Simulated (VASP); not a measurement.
Ta, 1 atom in the cell. The structure is cubic, space group Im-3m (No. 229). The conventional cell has a = 3.258 Å, b = 3.258 Å, c = 3.258 Å, α = 90.00°, β = 90.00°, γ = 90.00°. Within 3.7 Å of Ta (site symmetry m-3m) lie 14 Ta at 2.82 to 3.26 Å. 

- Program: VASP 6.6.1
- Task: single point
- Functional: r2SCAN
- Potentials or basis: VASP PAW PBE potentials, release 64 (Ta_pv)
- Cutoff: 520 eV
- k mesh: 11 × 11 × 11
- Occupations: fermi-dirac, width 0.05 eV
- Spin: no spin polarisation
- Dipole correction: no
- Further INCAR settings: ALGO = Normal; EDIFF = 1e-06; NBANDS = 12

Potentials or basis: VASP PAW PBE potentials, release 64 (Ta_pv).

Run with:

```console
$ cat potpaw_PBE.64/Ta_pv/POTCAR > POTCAR
$ cp INCAR.step1 INCAR
$ mpirun -np 1 vasp_std > vasp.out
$ cp INCAR.step2 INCAR
$ mpirun -np 1 vasp_std > vasp.out
```

Hardware: 1 thread of Intel(R) Xeon(R) Platinum 8559C (Emerald Rapids), with other jobs on the host.

Q: Estimate the wall time of this run.

A: Wall time 21 s on 1 thread of Intel(R) Xeon(R) Platinum 8559C (Emerald Rapids) (shared host), peak memory 0.15 GiB. Counts: k points 56.
